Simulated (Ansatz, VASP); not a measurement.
Two plane-wave programs on Si3N

INCAR

```
PREC = Accurate ; ENCUT = 520
EDIFF = 1E-7 ; ISMEAR = 0
SIGMA = 0.05 ; LREAL = False
LASPH = True ; NELM = 100
ALGO = Normal ; ISIF = 2
LWAVE = False ; LCHARG = True
LDIPOL = True ; IDIPOL = 3
DIPOL = 0.5 0.5 0.328 ; GGA = PE
IVDW = 12 ; LELF = True
LVHAR = True ; LVACPOTAV = True
NBANDS = 27
```

File KPOINTS:

```
Automatic mesh
0
Gamma
  7 5 1
```

Contents of POSCAR:

```
Si3N
1.0
    3.8333442755      0.0000000000      0.0000000000
    0.0000000000      5.4211674636      0.0000000000
    0.0000000000      0.0000000000     22.4877586337
Si N
6 2
Direct
    0.5000000000      0.0000000000      0.1778745523
    0.0000000000      0.2500000000      0.1778745523
    0.0000000000      0.5038839981      0.2608672216
    0.5000000000      0.7461160019      0.2608672216
    0.5000000000      0.0086033066      0.3418641564
    0.0000000000      0.2413966934      0.3418641564
    0.6666666667      0.3419366399      0.5063981173
    0.6666666667      0.3419366399      0.5553136192
```

Input for Ansatz:

```yaml
crystal:
  lattice:
    - [3.8333442755, 0.0, 0.0]
    - [0.0, 5.4211674636, 0.0]
    - [0.0, 0.0, 22.4877586337]
  atoms:
    - { symbol: Si, position: [0.5, 0.0, 0.1778745523] }
    - { symbol: Si, position: [0.0, 0.25, 0.1778745523] }
    - { symbol: Si, position: [0.0, 0.5038839981, 0.2608672216] }
    - { symbol: Si, position: [0.5, 0.7461160019, 0.2608672216] }
    - { symbol: Si, position: [0.5, 0.0086033066, 0.3418641564] }
    - { symbol: Si, position: [0.0, 0.2413966934, 0.3418641564] }
    - { symbol: "N", position: [0.6666666667, 0.3419366399, 0.5063981173] }
    - { symbol: "N", position: [0.6666666667, 0.3419366399, 0.5553136192] }
basis:
  ecutwfc: 420
kpoints:
  mp_grid: { grid: [7, 5, 1] }
hamiltonian:
  xc: pbe
  pseudopotentials: { kind: paw, azcp: { folder: soft_1 } }
  dispersion: d3bj
scf:
  occupations: { method: gaussian, width: 0.05 }
output:
  forces: true
  eigenvalues: true
efield:
  axis: 3
  dipole_correction: true
  ramp_width: 0.04
```

Alike in both runs: task single point; functional PBE; dispersion D3(BJ); k mesh 7 × 5 × 1; occupations gaussian, width 0.05 eV; no spin polarisation.

```csv
,VASP,Ansatz
version,VASP 6.6.1,Ansatz 0.2.0
potentials or method,"VASP PAW PBE potentials, release 64 (Si, N), cutoff 520 eV","scalar-relativistic, plane waves, PAW"
valence electrons in the cell,34,34
```

```tsv
	VASP	Ansatz	Ansatz less VASP
gap on the k mesh at the Fermi level (eV)	none	none	-
rms of the force components (eV/Å)	0.637	0.190	-0.4468
work function, face that differs most (eV)	4.84	4.83	-0.002
```

Atom by atom the forces differ by 0.519 eV/Å (rms over components). A gap of «none» marks a metal or a gap that the smearing closes. One of these differences is far larger than is usual between the two programs; its cause wasn't traced.

Noted on VASP's run: the standard files for N, O and F lose accuracy on very short bonds.
